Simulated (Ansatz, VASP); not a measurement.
## Two plane-wave programs on Al2O3

Contents of INCAR:

```
  PREC = Accurate
  ENCUT = 600
  EDIFF = 1E-6
  ISMEAR = 0
  SIGMA = 0.01
  LREAL = F
  LASPH = T
  NELM = 120
  ALGO = Normal
  ISIF = 2
  LWAVE = F
  LCHARG = F
  GGA = PS
  NBANDS = 20
  GGA_COMPAT = F
```

KPOINTS

```
Automatic mesh
0
Gamma
  12 12 2
```

Contents of POSCAR:

```
Al2O3
1.0
    2.8843250000      0.0000000000      0.0000000000
   -1.4421625000      2.4978987228      0.0000000000
    0.0000000000      0.0000000000      9.3367540000
Al O
2 3
Direct
    0.0000000000      0.0000000000      0.1499920000
    0.0000000000      0.0000000000      0.8500080000
    0.3333333333      0.6666666667      0.2223170000
    0.3333333333      0.6666666667      0.7776830000
    0.6666666667      0.3333333333      0.0000000000
```

Input for Ansatz:

```yaml
crystal:
  lattice:
    a: 2.884325
    b: 2.884325
    c: 9.336754
    alpha: 90.0
    beta: 90.0
    gamma: 120.0
  space_group: 187
  atoms:
    - { symbol: Al, position: [0.0, 0.0, 0.149992] }
    - { symbol: O, position: [0.3333333333333333, 0.6666666666666666, 0.222317] }
    - { symbol: O, position: [0.6666666666666666, 0.3333333333333333, 0.0] }
kpoints:
  mp_grid:
    grid: [12, 12, 2]
hamiltonian:
  xc: pbesol
scf:
  occupations:
    method: fixed
output:
  forces: true
  stress: true
```

Alike in both runs: task single point; functional PBEsol; k mesh 12 × 12 × 2; no spin polarisation.

```csv
,VASP,Ansatz
version,VASP 6.6.1,Ansatz 0.2.0
potentials or method,"VASP PAW PBE potentials, release 64 (Al, O)","plane waves, PAW"
plane-wave cutoff (eV),600,420
occupations,"gaussian, width 0.01 eV",fixed
valence electrons in the cell,24,24
```

```tsv
	VASP	Ansatz	Ansatz less VASP
pressure (GPa)	-2.9	-2.9	-0.01
traceless stress, the component that is largest in VASP (GPa)	0.59	0.89	+0.292
rms of the force components (eV/Å)	0.062	0.063	+0.0007
```

VASP's potentials were made for PBE, not for PBEsol. Atom by atom the forces differ by 0.014 eV/Å (rms over components).
